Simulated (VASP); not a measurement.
Here is a VASP 6.6.1 calculation.

The input INCAR:

```
PREC = Accurate
ENCUT = 520
EDIFF = 1E-6
ISMEAR = -1
SIGMA = 0.05
LREAL = F
LASPH = T
NELM = 150
ALGO = Normal
ISIF = 2
LWAVE = F
LCHARG = F
ISPIN = 2
MAGMOM = 2.25 2.25
LORBIT = 11
NUPDOWN = 4.5
LMAXMIX = 4
GGA = PE
NBANDS = 23
```

Contents of KPOINTS:

```
regular mesh
0
Gamma
  9 9 5
```

Contents of POSCAR:

```
Cr
1.0
    2.7140000000      0.0000000000      0.0000000000
   -1.3570000000      2.3503929459      0.0000000000
    0.0000000000      0.0000000000      4.4100000000
Cr
2
Direct
    0.6666666667      0.3333333333      0.7500000000
    0.3333333333      0.6666666667      0.2500000000
```

Potentials or basis: VASP PAW PBE potentials, release 64 (Cr_pv).

The run is started by

```console
$ cat potpaw_PBE.64/Cr_pv/POTCAR > POTCAR
$ mpirun -np 1 vasp_std > vasp.out
```

(1) Predict the pressure.

## Answers

(1) -9.3 GPa.

Caveat: the total moment is fixed, so each spin has its own Fermi level.
